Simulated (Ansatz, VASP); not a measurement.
One calculation of Sb, two programs

File INCAR:

```
SYSTEM = Sb
ALGO     = Normal         ! electronic algorithm
EDIFF    = 1E-6           ! SCF threshold, eV
ENCUT    = 520            ! plane-wave cutoff, eV
ISIF     = 2              ! what is computed and relaxed
ISMEAR   = -1             ! smearing method
LASPH    = .TRUE.         ! aspherical terms in the spheres
LCHARG   = .FALSE.        ! write CHGCAR
LREAL    = .FALSE.        ! projectors in reciprocal space
LWAVE    = .FALSE.        ! write WAVECAR
NBANDS   = 8              ! bands
NELM     = 60             ! most SCF steps
PREC     = Accurate       ! precision mode
SIGMA    = 0.05           ! smearing width, eV
```

Contents of KPOINTS:

```
k-points
0
G
  12 12 12
  0 0 0
```

File POSCAR:

```
Sb
1.0
   -1.5765401831      1.5765401831      2.7119384313
    1.5765401831     -1.5765401831      2.7119384313
    1.5765401831      1.5765401831     -2.7119384313
Sb
1
Direct
    0.0000000000      0.0000000000      0.0000000000
```

Contents of input.yaml:

```yaml
crystal:
  lattice:
    - [-1.5765401831, 1.5765401831, 2.7119384313]
    - [1.5765401831, -1.5765401831, 2.7119384313]
    - [1.5765401831, 1.5765401831, -2.7119384313]
  atoms:
    - { symbol: Sb, position: [0.0, 0.0, 0.0] }
hamiltonian:
  xc: lda
  pseudopotentials: { kind: paw }
kpoints:
  mp_grid: { grid: [12, 12, 12] }
  band_path:
    path:
      - [[0.0, 0.0, 0.0], [0.0, 0.0, 0.5], [-0.1689742169, 0.1689742169, 0.5], [-0.3344871084, 0.3344871084, 0.3344871084], [0.0, 0.0, 0.0], [0.5, 0.5, -0.5], [0.3344871084, 0.6655128916, -0.3344871084], [0.0, 0.5, 0.0], [0.25, 0.25, 0.25], [0.5, 0.5, -0.1689742169], [0.5, 0.5, -0.5]]
      - [[0.0, 0.0, 0.5], [0.25, 0.25, 0.25]]
    npoints: 14
scf:
  occupations: { method: fermi_dirac, width: 0.05 }
  n_extra_bands: 6
output:
  forces: true
  stress: true
  eigenvalues: true
  fatbands: true
```

Alike in both runs: functional LDA; k mesh 12 × 12 × 12; occupations fermi-dirac, width 0.05 eV; no spin polarisation.

|  | VASP | Ansatz |
| --- | --- | --- |
| version | VASP 6.6.1 | Ansatz 0.2.0 |
| potentials or method | VASP PAW LDA potentials, release 64 (Sb) | Ansatz PAW |
| plane-wave cutoff (eV) | 520 | 420 |
| valence electrons in the cell | 5 | 15 |
| task | single point | band structure |

```tsv
	VASP	Ansatz	Ansatz less VASP
gap on the k mesh at the Fermi level (eV)	none	none	-
pressure (GPa)	-2.3	-2.4	-0.11
traceless stress, the component that is largest in VASP (GPa)	-0.10	-0.06	+0.036
```

LDA's correlation is that of Perdew and Zunger in VASP and of Perdew and Wang (1992) in Ansatz. A gap of «none» marks a metal or a gap that the smearing closes. VASP's potentials hold 5 valence electrons a cell and Ansatz's 15, so a difference there can come from the potentials and not from the codes.

Neither program's run includes spin-orbit coupling.
